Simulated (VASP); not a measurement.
# PbS: electric field gradients with LDA

PbS:

```
Pb S
1.0
    -0.02965    2.95018    2.95018
     2.95018   -0.02965    2.95018
     2.95018    2.95018   -0.02965
Pb S
1 1
Direct
  0.00000 0.00000 0.00000
  0.50000 0.50000 0.50000
```

This cell differs from its parent crystal: equal xy, yz and zx shear strains of -1 %.

* Program: VASP 6.6.1
* Task: electric field gradients
* Functional: LDA
* Potentials or basis: VASP PAW LDA potentials, release 64 (Pb_d, S)
* Cutoff: 520 eV
* k mesh: 8 × 8 × 8
* Occupations: fermi-dirac, width 0.01 eV
* Spin: no spin polarisation
* Dipole correction: no
* Further INCAR settings: ALGO = Normal; EDIFF = 1e-08; NBANDS = 17

The pressure is -2.5 GPa and the band gap on the k mesh is 0.11 eV (least direct gap 0.19 eV). The largest electric field gradient by atom is Pb +2.3; S -3.0 V/Å².

Stress tensor (GPa, compression positive):
```
-2.50  0.21  0.21
 0.21 -2.50  0.21
 0.21  0.21 -2.50
```

Levels at points of the mesh, in eV from the valence-band top:
| k point | band 8 | band 9 | band 10 | band 11 | band 12 | band 13 |
| --- | --- | --- | --- | --- | --- | --- |
| (0.00, 0.00, 0.00) | -2.22 | -2.22 | -2.11 | 5.04 | 5.05 | 5.05 |
| (0.50, 0.00, 0.00) | -1.79 | -1.75 | 0.00 | 0.21 | 1.81 | 1.87 |
| (0.50, 0.50, 0.00) | -5.29 | -3.54 | -3.44 | 3.70 | 5.39 | 5.54 |
| (0.50, 0.50, 0.50) | -1.82 | -1.82 | -0.08 | 0.11 | 1.72 | 1.72 |

Electric field gradients, principal values (V/Å²):
| atom | least | middle | greatest (by size) |
| --- | --- | --- | --- |
| 1 Pb | -1.162 | -1.162 | 2.325 |
| 2 S | 1.483 | 1.483 | -2.966 |

Run time: 42 s on 1 thread of Intel Xeon 8259CL (shared host), peak memory 0.19 GiB.

Caveat: the cell differs from its parent crystal (equal xy, yz and zx shear strains of -1 %); without QUAD_EFG the Cq values of the log hold for a quadrupole moment of 1 mb, not for the nuclei; spin-orbit coupling is left out, which moves the levels of the heavy elements. A k mesh can miss the band edges.
